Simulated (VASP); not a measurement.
Runs of VASP 6.6.1 on HfB. It takes space group Fm-3m (No. 225, cubic). Conventional cell: a = 4.620 Å, b = 4.620 Å, c = 4.620 Å, α = 90.00°, β = 90.00°, γ = 90.00°. Within 3.1 Å of Hf (site symmetry m-3m) lie 6 B at 2.31 Å. Within 3.1 Å of B (site symmetry m-3m) lie 6 Hf at 2.31 Å. 

```csv
task,level,potentials or basis,spin,U,cell,k mesh,cutoff (eV),smearing,gap on the mesh (eV),pressure (GPa)
single point,PBE+U,"VASP PAW PBE potentials, release 64 (Hf_pv, B)",off,Hf d U = 6.5 eV,as given,6 × 6 × 6,500,gaussian 0.1 eV,none,56.1
single point,PBE,"VASP PAW PBE potentials, release 64 (Hf_pv, B)","collinear, zero start",-,as given,6 × 6 × 6,500,gaussian 0.29 eV,none,30.9
single point,BLYP+U,"VASP PAW PBE potentials, release 64 (Hf_pv, B)",off,Hf d U = 6.6 eV,as given,7 × 7 × 7,500,methfessel-paxton 0.054 eV,none,63.9
relaxation of the atoms,PBE,"VASP PAW PBE potentials, release 64 (Hf_pv, B)",off,-,atoms relaxed,6 × 6 × 6,450,gaussian 0.1 eV,none,30.7
single point,LDA,"VASP PAW LDA potentials, release 64 (Hf_pv, B)",off,-,as given,"4 × 4 × 4, shifted",500,gaussian 0.1 eV,none,(a)
single point,PBE+U,"VASP PAW PBE potentials, release 64 (Hf_pv, B)",off,Hf d U = 0.86 eV,as given,6 × 6 × 6,500,gaussian 0.1 eV,none,33.9
single point,PBE,"VASP PAW PBE potentials, release 64 (Hf_pv, B)",off,-,as given,6 × 4 × 7,500,gaussian 0.1 eV,none,(b)
```

Question: Fill in the values left out.

Answer: (a) 19.9; (b) 30.8.

Caveats: some runs use coarse meshes; spin-orbit coupling is left out, which moves the levels of the heavy elements; U without spin polarisation on a metal has little footing (at least some runs); the U is typed as a test and isn't derived for this compound (at least some runs); the cell stands under pressure (at least some runs); the PAW data sets were made with another functional, which shifts forces and pressure a little (at least some runs); the relaxation stopped at its first step, so nothing moved (at least some runs).

A k mesh can miss the band edges, and the runs leave out spin-orbit coupling on Hf.

A gap of «none» marks levels without a gap at the run's occupations.
